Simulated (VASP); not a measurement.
# Rb2Ag: single point with PBE

Crystal: Rb2Ag.

```
Rb Ag
1.0
     5.10802    0.00000    0.00000
     0.00000    5.10802    0.00000
     0.00000    0.00000    7.30725
Rb Ag
2 1
Direct
  0.50000 0.50000 0.00000
  0.00000 0.00000 0.50000
  0.00000 0.00000 0.00000
```

```
Program             : VASP 6.6.1
Task                : single point
Functional          : PBE
Potentials or basis : VASP PAW PBE potentials, release 64 (Rb_sv, Ag)
Cutoff              : 520 eV
k mesh              : 10 × 10 × 6
Occupations         : gaussian, width 0.1 eV
Spin                : no spin polarisation
```

| Quantity | Value |
| --- | --- |
| Pressure | 0.0 GPa |

Levels at points of the mesh, in eV from the Fermi level:
```csv
k point,band 10,band 11,band 12,band 13,band 14,band 15,band 16,band 17,band 18,band 19
"(0.00, 0.00, 0.00)",-4.19,-4.17,-4.11,-4.11,-2.96,-0.10,0.98,2.25,3.46,3.46
"(0.50, 0.00, 0.00)",-4.13,-4.11,-4.10,-4.10,-1.86,-0.41,1.40,1.49,1.81,2.20
"(0.50, 0.50, 0.00)",-4.16,-4.14,-4.14,-4.06,-1.69,0.87,1.04,1.04,2.26,2.26
"(0.00, 0.00, 0.50)",-4.17,-4.15,-4.10,-4.10,-2.58,-1.07,2.19,2.60,2.75,3.09
"(0.50, 0.00, 0.50)",-4.12,-4.10,-4.10,-4.09,-1.51,-0.18,-0.02,0.87,2.45,2.75
"(0.50, 0.50, 0.50)",-4.14,-4.14,-4.11,-4.06,-1.42,1.07,1.07,1.31,1.48,1.89
```

Wall time 2.4 min on 1 thread of Intel(R) Xeon(R) 6975P-C (Granite Rapids) (shared host), peak memory 0.5 GiB.
